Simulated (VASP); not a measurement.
# HgTe (rocksalt type) (Fm-3m) in VASP: a series of runs

HgTe (rocksalt type) is run at these levels: PBEsol; tasks: single point.

Program: VASP 6.6.1. These are calculated values, not measurements. Logs are shortened: lines on timing, memory, paths and dates and some standing lists are left out, and cuts for length are marked.

## 1. The cell of the first run

The structure is cubic, space group Fm-3m (No. 225). Conventional cell: a = 5.175 Å, b = 5.175 Å, c = 5.175 Å, α = 90.00°, β = 90.00°, γ = 90.00°. Hg (site symmetry m-3m) has 6 Te at 2.59 Å within 3.4 Å. Within 3.4 Å of Te (site symmetry m-3m) lie 6 Hg at 2.59 Å.

## 2. Single point, PBEsol (17.32 Å³/atom)

INCAR

```
PREC     = Accurate       # precision mode
ENCUT    = 520            # plane-wave cutoff, eV
EDIFF    = 1E-6           # SCF threshold, eV
ISMEAR   = -1             # smearing method
SIGMA    = 0.1            # smearing width, eV
LREAL    = False          # projectors in reciprocal space
LASPH    = True           # aspherical terms in the spheres
NELM     = 100            # most SCF steps
ALGO     = Normal         # electronic algorithm
ISIF     = 2              # what is computed and relaxed
LWAVE    = False          # write WAVECAR
LCHARG   = False          # write CHGCAR
GGA      = PS             # functional
NBANDS   = 16             # bands
```

KPOINTS

```
Automatic mesh
0
Gamma
  11 11 11
```

POSCAR

```
HgTe
1.0
    0.0000000000      2.5875566185      2.5875566185
    2.5875566185      0.0000000000      2.5875566185
    2.5875566185      2.5875566185      0.0000000000
Hg Te
1 1
Direct
    0.0000000000      0.0000000000      0.0000000000
    0.5000000000      0.5000000000      0.5000000000
```

Potentials or basis: VASP PAW PBE potentials, release 64 (Hg, Te).

Command:

```sh
$ cat potpaw_PBE.64/Hg/POTCAR potpaw_PBE.64/Te/POTCAR > POTCAR
$ mpirun -np 1 vasp_std > vasp.out
```

OUTCAR:

```text
PREC = Accurate
   ENCUT = 520
   EDIFF = 1E-6
   ISMEAR = -1
   LREAL = False
   LASPH = True
   NELM = 100
   ISIF = 2
   GGA = PS

 ion  position               nearest neighbor table
   1  0.000  0.000  0.000-   2 2.59   2 2.59   2 2.59   2 2.59   2 2.59   2 2.59
   2  0.500  0.500  0.500-   1 2.59   1 2.59   1 2.59   1 2.59   1 2.59   1 2.59

  LATTYP: Found a face centered cubic cell.
 ALAT       =     5.1751132370

  Lattice vectors:

 A1 = (   0.0000000000,   2.5875566185,   2.5875566185)
 A2 = (   2.5875566185,   0.0000000000,   2.5875566185)
 A3 = (   2.5875566185,   2.5875566185,   0.0000000000)

Analysis of symmetry for initial positions (statically):
=====================================================================
 Subroutine PRICEL returns:
 Original cell was already a primitive cell.

 Routine SETGRP: Setting up the symmetry group for a
 face centered cubic supercell.

 Subroutine GETGRP returns: Found 48 space group operations
 (whereof 48 operations were pure point group operations)
 out of a pool of 48 trial point group operations.

The static configuration has the point symmetry O_h .

Analysis of symmetry for dynamics (positions and initial velocities):
=====================================================================
 Subroutine PRICEL returns:
 Original cell was already a primitive cell.

 Routine SETGRP: Setting up the symmetry group for a
 face centered cubic supercell.

 Subroutine GETGRP returns: Found 48 space group operations
 (whereof 48 operations were pure point group operations)
 out of a pool of 48 trial point group operations.

The dynamic configuration has the point symmetry O_h .

 Subroutine INISYM returns: Found 48 space group operations
 (whereof 48 operations are pure point group operations),
 and found     1 'primitive' translations

----------------------------------------------------------------------------------------

                                     Primitive cell

  volume of cell :      34.6497

  direct lattice vectors                    reciprocal lattice vectors
     0.000000000  2.587556618  2.587556618    -0.193232487  0.193232487  0.193232487
     2.587556618  0.000000000  2.587556618     0.193232487 -0.193232487  0.193232487
     2.587556618  2.587556618  0.000000000     0.193232487  0.193232487 -0.193232487

  length of vectors
     3.659357663  3.659357663  3.659357663     0.334688485  0.334688485  0.334688485

  position of ions in fractional coordinates (direct lattice)
     0.000000000  0.000000000  0.000000000
     0.500000000  0.500000000  0.500000000

  ion indices of the primitive-cell ions
   primitive index   ion index
                 1           1
                 2           2

----------------------------------------------------------------------------------------

 KPOINTS: Automatic mesh

Automatic generation of k-mesh.
 Grid dimensions read from file:
 generate k-points for:   11   11   11

 Generating k-lattice:

  Cartesian coordinates                     Fractional coordinates (reciprocal lattice)
    -0.017566590  0.017566590  0.017566590     0.090909091  0.000000000  0.000000000
     0.017566590 -0.017566590  0.017566590     0.000000000  0.090909091  0.000000000
     0.017566590  0.017566590 -0.017566590     0.000000000  0.000000000  0.090909091

  Length of vectors
     0.030426226  0.030426226  0.030426226

  Shift w.r.t. Gamma in fractional coordinates (k-lattice)
     0.000000000  0.000000000  0.000000000

 Subroutine IBZKPT returns following result:
 ===========================================

 Found     56 irreducible k-points:

 Following reciprocal coordinates:
            Coordinates               Weight
  0.000000  0.000000  0.000000      1.000000
  0.090909  0.000000  0.000000      8.000000
  0.181818  0.000000  0.000000      8.000000
  0.272727  0.000000  0.000000      8.000000
  0.363636  0.000000  0.000000      8.000000
  0.454545  0.000000  0.000000      8.000000
[... 16 lines left out ...]
 -0.272727  0.181818  0.000000     24.000000
 -0.181818  0.181818  0.000000     12.000000
 [... further k-points ...]
   k-points           NKPTS =     56   k-points in BZ     NKDIM =     56   number of bands    NBANDS=     16
   number of dos      NEDOS =    301   number of ions     NIONS =      2
   total plane-waves  NPLWV =  21952
   dimension x,y,z NGX =    28 NGY =   28 NGZ =   28
   dimension x,y,z NGXF=    56 NGYF=   56 NGZF=   56
   ions per type =               1   1
   NGX,Y,Z   is equivalent  to a cutoff of  12.72, 12.72, 12.72 a.u.
   NGXF,Y,Z  is equivalent  to a cutoff of  25.44, 25.44, 25.44 a.u.
 SYSTEM =  unknown system
   PREC   = accura    normal or accurate (medium, high low for compatibility)
   ISTART =      0    job   : 0-new  1-cont  2-samecut
   ICHARG =      2    charge: 1-file 2-atom 10-const
   ISPIN  =      1    spin polarized calculation?
   LNONCOLLINEAR =      F non collinear calculations
   LSORBIT =      F    spin-orbit coupling
   LASPH  =      T    aspherical Exc in radial PAW
   ENCUT  =  520.0 eV  38.22 Ry    6.18 a.u.   6.80  6.80  6.80*2*pi/ulx,y,z
   NELM   =    100;   NELMIN=  2; NELMDL= -5     # of ELM steps
   EDIFF  = 0.1E-05   stopping-criterion for ELM
   LREAL  =      F    real-space projection
   EDIFFG = 0.1E-04   stopping-criterion for IOM
   NSW    =      0    number of steps for IOM
   IBRION =     -1    ionic relax: 0-MD 1-quasi-New 2-CG
   NFREE  =      0    steps in history (QN), initial steepest desc. (CG)
   ISIF   =      2    stress and relaxation
   ISYM   =      2    0-nonsym 1-usesym 2-fastsym
   POTIM  = 0.5000    time-step for ionic-motion
   TEBEG  =    0.0;   TEEND  =   0.0 temperature during run
   PSTRESS=    0.0 pullay stress
   NELECT =      18.0000    total number of electrons
   NUPDOWN=      -1.0000    fix difference up-down
   EMIN   =  10.00;   EMAX   =-10.00  energy-range for DOS
   EFERMI =   0.00;   METHOD = LEGACY
   ISMEAR =    -1;   SIGMA  =   0.10  broadening in eV -4-tet -1-fermi 0-gaus
   EFERMI_NEDOS =   21; number of points for ismear=-14 and -15
   IALGO  =     38    algorithm
   IMIX   =      4    mixing-type and parameters
     AMIX     =   0.40;   BMIX     =  1.00
     AMIX_MAG =   1.60;   BMIX_MAG =  1.00
  volume/ion in A,a.u.               =      17.32       116.91
  Fermi-wavevector in a.u.,A,eV,Ry     =   1.316030  2.486936 23.564408  1.731935
  Thomas-Fermi vector in A             =   2.446171
   LORBIT       =      0    0 simple, 1 ext, 2 COOP (PROOUT), +10 PAW based schemes
   GGA     = PS    functional components
   LHFCALC =     F    Hartree Fock is set to
   AEXX    =    0.0000 exact exchange contribution
   IVDW    =     0    specifies the selected vdW correction
   LEPSILON=     F    determine dielectric tensor
   LRPA    =     F    only Hartree local field effects (RPA)
 non-spin polarized calculation
  energy-cutoff  :      520.00
  volume of cell :       34.65
 maximum number of plane-waves:       950
   NGX = 13   NGY = 13   NGZ = 13

 number of electron      17.9999998 magnetization

 Free energy of the ion-electron system (eV)
  ---------------------------------------------------
  ext. energy  EPLUGINS =         0.00000000
  ---------------------------------------------------
  free energy    TOTEN  =        -0.85157818 eV

  energy without entropy =       -0.83301198  energy(sigma->0) =       -0.84229508

 E-fermi :  11.5732     XC(G=0): -12.5345

 val. band max:       11.5429347759   @ k =   0.3636   0.0909   0.0000
 cond. band min:      11.5944149062   @ k =  -0.1818   0.0909   0.0000
 fundamental gap:      0.0514801303
 Fermi energy:        11.5732211718

 k-point     1 :       0.0000    0.0000    0.0000
  band No.  band energies     occupation
      1      -5.6122      2.00000
      2       1.8979      2.00000
      3       1.8979      2.00000
      4       1.8979      2.00000
      5       1.9017      2.00000
      6       1.9017      2.00000
[... 8 lines left out ...]
     15      20.1769      0.00000
     16      20.1769      0.00000

 k-point     2 :       0.0909    0.0000    0.0000
  band No.  band energies     occupation
      1      -5.4651      2.00000
      2       1.8005      2.00000
      3       1.8005      2.00000
      4       1.8485      2.00000
      5       1.9404      2.00000
      6       1.9404      2.00000
[... 8 lines left out ...]
     15      20.2152      0.00000
     16      20.2152      0.00000

 k-point     3 :       0.1818    0.0000    0.0000
  band No.  band energies     occupation
      1      -5.0299      2.00000
      2       1.5480      2.00000
      3       1.5480      2.00000
      4       1.6862      2.00000
      5       2.0556      2.00000
      6       2.0556      2.00000
[... 8 lines left out ...]
     15      20.5873      0.00000
     16      20.5873      0.00000

 k-point     4 :       0.2727    0.0000    0.0000
  band No.  band energies     occupation
      1      -4.3284      2.00000
      2       1.2484      2.00000
      3       1.2484      2.00000
      4       1.3460      2.00000
      5       2.2127      2.00000
      6       2.2127      2.00000
[... 8 lines left out ...]
     15      21.2774      0.00000
     16      21.2774      0.00000
[... 324 lines left out ...]
 k-point    22 :      -0.3636    0.1818    0.0000
  band No.  band energies     occupation
      1      -2.7313      2.00000
      2       0.2044      2.00000
      3       0.9656      2.00000
      4       1.3696      2.00000
      5       2.4163      2.00000
      6       2.6410      2.00000
[... 8 lines left out ...]
     15      22.1387      0.00000
     16      23.7473      0.00000

 k-point    23 :      -0.2727    0.1818    0.0000
  band No.  band energies     occupation
      1      -3.4165      2.00000
      2       0.5621      2.00000
      3       0.9913      2.00000
      4       1.4830      2.00000
      5       2.2752      2.00000
      6       2.5539      2.00000
[... 8 lines left out ...]
     15      22.2618      0.00000
     16      25.2102      0.00000

 k-point    24 :      -0.1818    0.1818    0.0000
  band No.  band energies     occupation
      1      -4.1452      2.00000
      2       1.0069      2.00000
      3       1.1226      2.00000
      4       1.5818      2.00000
      5       2.1442      2.00000
      6       2.3942      2.00000
[... 8 lines left out ...]
     15      21.7413      0.00000
     16      24.0813      0.00000

 [... further k-points ...]

------------------------ aborting loop because EDIFF is reached ----------------------------------------

  FORCE on cell =-STRESS in cart. coord.  units (eV):
  Direction    XX          YY          ZZ          XY          YZ          ZX
  --------------------------------------------------------------------------------------
  -------------------------------------------------------------------------------------
  Total       18.7886520     18.7886520     18.7886520      0.0000000      0.0000000      0.0000000
  in kB      868.7736197    868.7736197    868.7736197      0.0000000      0.0000000      0.0000000
  external PRESSURE =     868.7736197 kB  Pullay stress =       0.0000000 kB

 VOLUME and BASIS-vectors are now :
 -----------------------------------------------------------------------------
  energy-cutoff  :      520.00
  volume of cell :       34.65
      direct lattice vectors                 reciprocal lattice vectors
     0.000000000  2.587556618  2.587556618    -0.193232487  0.193232487  0.193232487
     2.587556618  0.000000000  2.587556618     0.193232487 -0.193232487  0.193232487
     2.587556618  2.587556618  0.000000000     0.193232487  0.193232487 -0.193232487

 POSITION                                       TOTAL-FORCE (eV/Angst)
 -----------------------------------------------------------------------------------
      0.00000      0.00000      0.00000         0.000000      0.000000     -0.000000
      2.58756      2.58756      2.58756        -0.000000     -0.000000      0.000000
 -----------------------------------------------------------------------------------
    total drift:                               -0.000000      0.000000      0.000000

  FREE ENERGIE OF THE ION-ELECTRON SYSTEM (eV)
  ---------------------------------------------------
  free  energy   TOTEN  =        -0.8515781825 eV

  energy  without entropy=       -0.8330119790  energy(sigma->0) =       -0.84229508
```

Wall time 23 s (1 thread of Intel Xeon Platinum 8259CL at 2.50GHz (Skylake/Cascade Lake), shared host); peak memory 0.18 GiB.

What came out:

* Free energy: -0.8516 eV
* Pressure: 86.9 GPa
* Band gap on the k mesh: zero (bands 9 and 10 overlap by 4.05 eV)

Levels at points of the mesh, in eV from the Fermi level:
```
           k point  band 5  band 6  band 7  band 8  band 9  band 10  band 11  band 12  band 13  band 14
(0.00, 0.00, 0.00)   -9.67   -9.67   -1.72   -1.72   -1.72     2.34     5.78     8.00     8.00     8.00
```

Caveat: the cell stands under pressure; the PAW data sets were made with another functional, which shifts forces and pressure a little; spin-orbit coupling is left out, which moves the levels of the heavy elements.

(Continued in part 2 of 2.)
